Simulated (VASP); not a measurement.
# TiC (WC type) (P-6m2) in VASP: relaxation of cell and atoms with PBE

Aim: the relaxation of cell and atoms of TiC (WC type) with PBE.

Program: VASP 6.6.1. These are calculated values, not measurements. Logs are shortened: lines on timing, memory, paths and dates and some standing lists are left out, and cuts for length are marked.

### 1 The cell of the first run

The structure is hexagonal, space group P-6m2 (No. 187). The conventional cell has a = 2.971 Å, b = 2.971 Å, c = 2.911 Å, α = 90.00°, β = 90.00°, γ = 120.00°. Within 3.0 Å of Ti (site symmetry -6m2) lie 6 C at 2.25 Å and 8 Ti at 2.91 to 2.97 Å. Within 3.0 Å of C (site symmetry -6m2) lie 6 Ti at 2.25 Å and 8 C at 2.91 to 2.97 Å.

### 2 Relaxation of cell and atoms, PBE

File INCAR:

```
SYSTEM = TiC
  PREC = Accurate
  ENCUT = 600
  EDIFF = 1E-6
  ISMEAR = -1
  SIGMA = 0.08
  LREAL = .FALSE.
  LASPH = .TRUE.
  NELM = 100
  ALGO = Normal
  ISIF = 3
  LWAVE = .FALSE.
  LCHARG = .FALSE.
  GGA = PE
  IBRION = 2
  NSW = 100
  EDIFFG = -0.1
```

File KPOINTS:

```
regular mesh
0
G
  16 16 14
  0 0 0
```

File POSCAR:

```
TiC
1.0
    2.9705734512      0.0000000000      0.0000000000
   -1.4852867256      2.5725920725      0.0000000000
    0.0000000000      0.0000000000      2.9111619821
Ti C
1 1
Direct
    0.0000000000      0.0000000000      0.0000000000
    0.3333333333      0.6666666667      0.5000000000
```

Potentials or basis: VASP PAW PBE potentials, release 64 (Ti_sv, C).

Started as:

```
$ cat potpaw_PBE.64/Ti_sv/POTCAR potpaw_PBE.64/C/POTCAR > POTCAR
$ mpirun -np 1 vasp_std > vasp.out
```

OUTCAR:

```text
SYSTEM = TiC
   PREC = Accurate
   ENCUT = 600
   EDIFF = 1E-6
   ISMEAR = -1
   LREAL = .FALSE.
   LASPH = .TRUE.
   NELM = 100
   ISIF = 3
   GGA = PE
   IBRION = 2
   NSW = 100
   EDIFFG = -0.1

 ion  position               nearest neighbor table
   1  0.000  0.000  0.000-   2 2.25   2 2.25   2 2.25   2 2.25   2 2.25   2 2.25
   2  0.333  0.667  0.500-   1 2.25   1 2.25   1 2.25   1 2.25   1 2.25   1 2.25

  LATTYP: Found a hexagonal cell.
 ALAT       =     2.9705734512
 C/A-ratio  =     0.9800000000

  Lattice vectors:

 A1 = (   2.9705734512,   0.0000000000,   0.0000000000)
 A2 = (  -1.4852867256,   2.5725920725,   0.0000000000)
 A3 = (   0.0000000000,   0.0000000000,   2.9111619821)

Analysis of symmetry for initial positions (statically):
=====================================================================
 Subroutine PRICEL returns:
 Original cell was already a primitive cell.

 Routine SETGRP: Setting up the symmetry group for a
 hexagonal supercell.

 Subroutine GETGRP returns: Found 12 space group operations
 (whereof 12 operations were pure point group operations)
 out of a pool of 24 trial point group operations.

The static configuration has the point symmetry D_3h.

Analysis of symmetry for dynamics (positions and initial velocities):
=====================================================================
 Subroutine PRICEL returns:
 Original cell was already a primitive cell.

 Routine SETGRP: Setting up the symmetry group for a
 hexagonal supercell.

 Subroutine GETGRP returns: Found 12 space group operations
 (whereof 12 operations were pure point group operations)
 out of a pool of 24 trial point group operations.

The dynamic configuration has the point symmetry D_3h.

 Subroutine INISYM returns: Found 12 space group operations
 (whereof 12 operations are pure point group operations),
 and found     1 'primitive' translations

----------------------------------------------------------------------------------------

                                     Primitive cell

  volume of cell :      22.2473

  direct lattice vectors                    reciprocal lattice vectors
     2.970573451  0.000000000  0.000000000     0.336635339  0.194356503  0.000000000
    -1.485286726  2.572592072  0.000000000     0.000000000  0.388713007  0.000000000
     0.000000000  0.000000000  2.911161982     0.000000000  0.000000000  0.343505448

  length of vectors
     2.970573451  2.970573451  2.911161982     0.388713007  0.388713007  0.343505448

  position of ions in fractional coordinates (direct lattice)
     0.000000000  0.000000000  0.000000000
     0.333333333  0.666666667  0.500000000

  ion indices of the primitive-cell ions
   primitive index   ion index
                 1           1
                 2           2

----------------------------------------------------------------------------------------

 KPOINTS: regular mesh

Automatic generation of k-mesh.
 Grid dimensions read from file:
 generate k-points for:   16   16   14

 Generating k-lattice:

  Cartesian coordinates                     Fractional coordinates (reciprocal lattice)
     0.021039709  0.012147281  0.000000000     0.062500000  0.000000000  0.000000000
     0.000000000  0.024294563  0.000000000     0.000000000  0.062500000  0.000000000
     0.000000000  0.000000000  0.024536103     0.000000000  0.000000000  0.071428571

  Length of vectors
     0.024294563  0.024294563  0.024536103

  Shift w.r.t. Gamma in fractional coordinates (k-lattice)
     0.000000000  0.000000000  0.000000000

 Subroutine IBZKPT returns following result:
 ===========================================

 Found    240 irreducible k-points:

 Following reciprocal coordinates:
            Coordinates               Weight
  0.000000  0.000000  0.000000      1.000000
  0.062500  0.000000  0.000000      6.000000
  0.125000  0.000000  0.000000      6.000000
  0.187500 -0.000000  0.000000      6.000000
  0.250000  0.000000  0.000000      6.000000
  0.312500  0.000000  0.000000      6.000000
[... 16 lines left out ...]
  0.187500  0.187500  0.000000      6.000000
  0.250000  0.187500  0.000000     12.000000
 [... further k-points ...]
   k-points           NKPTS =    240   k-points in BZ     NKDIM =    240   number of bands    NBANDS=     12
   number of dos      NEDOS =    301   number of ions     NIONS =      2
   total plane-waves  NPLWV =  13824
   dimension x,y,z NGX =    24 NGY =   24 NGZ =   24
   dimension x,y,z NGXF=    48 NGYF=   48 NGZF=   48
   ions per type =               1   1
   NGX,Y,Z   is equivalent  to a cutoff of  13.43, 13.43, 13.71 a.u.
   NGXF,Y,Z  is equivalent  to a cutoff of  26.86, 26.86, 27.41 a.u.
 SYSTEM =  TiC
   PREC   = accura    normal or accurate (medium, high low for compatibility)
   ISTART =      0    job   : 0-new  1-cont  2-samecut
   ICHARG =      2    charge: 1-file 2-atom 10-const
   ISPIN  =      1    spin polarized calculation?
   LNONCOLLINEAR =      F non collinear calculations
   LSORBIT =      F    spin-orbit coupling
   LASPH  =      T    aspherical Exc in radial PAW
   ENCUT  =  600.0 eV  44.10 Ry    6.64 a.u.   5.93  5.93  5.81*2*pi/ulx,y,z
   NELM   =    100;   NELMIN=  2; NELMDL= -5     # of ELM steps
   EDIFF  = 0.1E-05   stopping-criterion for ELM
   LREAL  =      F    real-space projection
   EDIFFG = -.1E+00   stopping-criterion for IOM
   NSW    =    100    number of steps for IOM
   IBRION =      2    ionic relax: 0-MD 1-quasi-New 2-CG
   NFREE  =      1    steps in history (QN), initial steepest desc. (CG)
   ISIF   =      3    stress and relaxation
   ISYM   =      2    0-nonsym 1-usesym 2-fastsym
   POTIM  = 0.5000    time-step for ionic-motion
   TEBEG  =    0.0;   TEEND  =   0.0 temperature during run
   PSTRESS=    0.0 pullay stress
   NELECT =      16.0000    total number of electrons
   NUPDOWN=      -1.0000    fix difference up-down
   EMIN   =  10.00;   EMAX   =-10.00  energy-range for DOS
   EFERMI =   0.00;   METHOD = LEGACY
   ISMEAR =    -1;   SIGMA  =   0.08  broadening in eV -4-tet -1-fermi 0-gaus
   EFERMI_NEDOS =   21; number of points for ismear=-14 and -15
   IALGO  =     38    algorithm
   IMIX   =      4    mixing-type and parameters
     AMIX     =   0.40;   BMIX     =  1.00
     AMIX_MAG =   1.60;   BMIX_MAG =  1.00
  volume/ion in A,a.u.               =      11.12        75.07
  Fermi-wavevector in a.u.,A,eV,Ry     =   1.466748  2.771753 29.270906  2.151351
  Thomas-Fermi vector in A             =   2.582449
   LORBIT       =      0    0 simple, 1 ext, 2 COOP (PROOUT), +10 PAW based schemes
   GGA     = PE    functional components
   LHFCALC =     F    Hartree Fock is set to
   AEXX    =    0.0000 exact exchange contribution
   IVDW    =     0    specifies the selected vdW correction
   LEPSILON=     F    determine dielectric tensor
   LRPA    =     F    only Hartree local field effects (RPA)
 conjugate gradient relaxation of ions
 non-spin polarized calculation
  energy-cutoff  :      600.00
  volume of cell :       22.25
 maximum number of plane-waves:       764
 NGX is ok and might be reduce to    24
   NGX = 11   NGY = 11   NGZ = 11

--------------------------------------- Ionic step        1  -------------------------------------------

 number of electron      16.0000002 magnetization

 Free energy of the ion-electron system (eV)
  ---------------------------------------------------
  ext. energy  EPLUGINS =         0.00000000
  ---------------------------------------------------
  free energy    TOTEN  =       -17.19672211 eV

  energy without entropy =      -17.18373268  energy(sigma->0) =      -17.19022740

------------------------ aborting loop because EDIFF is reached ----------------------------------------

  FORCE on cell =-STRESS in cart. coord.  units (eV):
  Direction    XX          YY          ZZ          XY          YZ          ZX
  --------------------------------------------------------------------------------------
  -------------------------------------------------------------------------------------
  Total        0.3742440      0.3742440     -4.2038675      0.0000000     -0.0000000      0.0000000
  in kB       26.9518023     26.9518023   -302.7485073      0.0000000     -0.0000000      0.0000000
  external PRESSURE =     -82.9483009 kB  Pullay stress =       0.0000000 kB
[... 129 lines left out ...]
  energy  without entropy=      -17.3492793278  energy(sigma->0) =      -17.35411798

--------------------------------------- Ionic step        5  -------------------------------------------

 number of electron      15.9999999 magnetization

 Free energy of the ion-electron system (eV)
  ---------------------------------------------------
  ext. energy  EPLUGINS =         0.00000000
  ---------------------------------------------------
  free energy    TOTEN  =       -17.36027580 eV

  energy without entropy =      -17.35137017  energy(sigma->0) =      -17.35582298

 E-fermi :   8.5574     XC(G=0): -12.2814

 val. band max:        8.5472388929   @ k =   0.3750  -0.0000   0.0714
 cond. band min:       8.5796325222   @ k =   0.3125   0.0625   0.0000
 fundamental gap:      0.0323936293
 Fermi energy:         8.5573790302

 k-point     1 :       0.0000    0.0000    0.0000
  band No.  band energies     occupation
      1     -47.9682      2.00000
      2     -24.1261      2.00000
      3     -24.1261      2.00000
      4     -23.6714      2.00000
      5      -3.4004      2.00000
      6       7.0125      2.00000
      7       7.0125      2.00000
      8       7.6384      1.99998
      9      10.8521      0.00000
     10      11.9053      0.00000
     11      11.9053      0.00000
     12      14.2385      0.00000
[... 331 lines left out ...]
 k-point    24 :       0.2500    0.1875    0.0000
  band No.  band energies     occupation
      1     -47.9213      2.00000
      2     -24.4353      2.00000
      3     -24.2537      2.00000
      4     -23.6293      2.00000
      5      -1.4013      2.00000
      6       4.5088      2.00000
      7       7.0842      2.00000
      8       8.5138      1.26599
      9       9.0321      0.00528
     10      11.3841      0.00000
     11      11.8784      0.00000
     12      12.4993      0.00000

 [... further k-points ...]
[... 5 lines left out ...]
  --------------------------------------------------------------------------------------
  -------------------------------------------------------------------------------------
  Total       -0.0276653     -0.0276653     -0.1800600      0.0000000     -0.0000000      0.0000000
  in kB       -2.0441617     -2.0441617    -13.3044374      0.0000000     -0.0000000      0.0000000
  external PRESSURE =      -5.7975870 kB  Pullay stress =       0.0000000 kB
[... 17 lines left out ...]
  FREE ENERGIE OF THE ION-ELECTRON SYSTEM (eV)
  ---------------------------------------------------
  free  energy   TOTEN  =       -17.3602757995 eV

  energy  without entropy=      -17.3513701660  energy(sigma->0) =      -17.35582298

 reached required accuracy - stopping structural energy minimisation
```

It took 4.9 min on 1 thread of Intel Xeon 8259CL, shared host; peak memory 0.22 GiB.

What came out:

```
Free energy                           : -17.3603 eV
Relaxed volume                        : 10.84 Å³/atom
Relaxed cell                          : a = 3.043 Å, b = 3.043 Å, c = 2.704 Å, α = 90.00°, β = 90.00°, γ = 120.00°
Space group after relaxing (to 0.1 Å) : P-6m2 (No. 187)
Energy gained by relaxing             : 81.8 meV/atom
Ionic steps                           : 5
Pressure after relaxing               : -0.6 GPa
Band gap on the k mesh                : zero (bands 8 and 9 overlap by 0.17 eV)
```

Stress tensor (GPa, compression positive):
```
-0.20  0.00  0.00
 0.00 -0.20  0.00
 0.00  0.00 -1.33
```

Step by step:
| step | energy change (eV) | largest force (eV/Å) | pressure (GPa) | volume (Å³) |
| --- | --- | --- | --- | --- |
| 1 | 0.0000 | 0.0000 | -8.29 | 22.25 |
| 2 | -0.1009 | 0.0000 | 15.53 | 20.35 |
| 3 | -0.1462 | 0.0000 | 5.67 | 21.02 |
| 4 | -0.1622 | 0.0000 | -2.23 | 21.88 |
| 5 | -0.1636 | 0.0000 | -0.58 | 21.68 |

Final structure:
```cif
data_structure
_symmetry_space_group_name_H-M 'P 1'
_symmetry_Int_Tables_number 1
_cell_length_a 3.0428
_cell_length_b 3.0428
_cell_length_c 2.7043
_cell_angle_alpha 90.000
_cell_angle_beta 90.000
_cell_angle_gamma 120.000
_cell_volume 21.68
loop_
_atom_site_label
_atom_site_type_symbol
_atom_site_fract_x
_atom_site_fract_y
_atom_site_fract_z
_atom_site_occupancy
Ti1 Ti 0.00000 0.00000 0.00000 1
C1 C 0.33333 0.66667 0.50000 1
```
